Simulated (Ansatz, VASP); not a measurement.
Co in VASP and in Ansatz

Contents of INCAR:

```
PREC = Accurate ; ENCUT = 520
EDIFF = 1E-6 ; ISMEAR = 0
SIGMA = 0.1 ; LREAL = False
LASPH = True ; NELM = 150
ALGO = Normal ; ISIF = 2
LWAVE = False ; LCHARG = False
ISPIN = 2 ; MAGMOM = 1.88 1.88 1.88 1.88
LORBIT = 11 ; LMAXMIX = 4
GGA = PE ; NBANDS = 30
KPAR = 4
```

File KPOINTS:

```
Automatic mesh
0
Gamma
  24 24 8
```

POSCAR

```
Co
1.0
    2.5912588163      0.0000000000      0.0000000000
   -1.2956294082      2.2440959627      0.0000000000
    0.0000000000      0.0000000000      8.4170501572
Co
4
Direct
    0.0000000000      0.0000000000      0.0000000000
    0.3333333333      0.6666666667      0.2500000000
    0.0000000000      0.0000000000      0.5000000000
    0.6666666667      0.3333333333      0.7500000000
```

Input for Ansatz:

```yaml
crystal:
  lattice:
    - [2.5912588163, 0.0, 0.0]
    - [-1.2956294082, 2.2440959627, 0.0]
    - [0.0, 0.0, 8.4170501572]
  atoms:
    - { symbol: Co, position: [0.0, 0.0, 0.0], spin: 1.88 }
    - { symbol: Co, position: [0.3333333333, 0.6666666667, 0.25], spin: 1.88 }
    - { symbol: Co, position: [0.0, 0.0, 0.5], spin: 1.88 }
    - { symbol: Co, position: [0.6666666667, 0.3333333333, 0.75], spin: 1.88 }
basis:
  ecutwfc: 420
kpoints:
  mp_grid: { grid: [24, 24, 8] }
hamiltonian:
  xc: pbe
scf:
  occupations: { method: gaussian, width: 0.1 }
output:
  forces: true
  stress: true
  eigenvalues: true
  populations: true
magnetization:
  spin_polarized: true
```

Change from the starting cell: equal strain along all axes, cell held, atoms relaxed: +4.0 %.

Alike in both runs: task single point; functional PBE; k mesh 24 × 24 × 8; occupations gaussian, width 0.1 eV; collinear spin.

|  | VASP | Ansatz |
| --- | --- | --- |
| version | VASP 6.6.1 | Ansatz 0.2.0 |
| potentials or method | VASP PAW PBE potentials, release 64 (Co), cutoff 520 eV | scalar-relativistic, plane waves, PAW |
| valence electrons in the cell | 36 | 68 |

Ansatz gave:

| Property | Result |
| --- | --- |
| gap on the k mesh at the Fermi level (eV) | none |
| pressure (GPa) | -18.8 |
| net moment per atom (μB) | 1.72 |
| size of the moment on the site where the two differ most (μB) | 1.81 |

Question: Which values does VASP return?

Answer: gap on the k mesh at the Fermi level (eV): none; pressure (GPa): -19.0; net moment per atom (μB): 1.70; size of the moment on the site where the two differ most (μB): 1.75.

Site moments also hang on the region over which each program counts them. A gap of «none» marks a metal or a gap that the smearing closes. The functional is the same, so the differences come from potentials, cutoffs and numerics. VASP's potentials hold 36 valence electrons a cell and Ansatz's 68, so a difference there can come from the potentials and not from the codes.
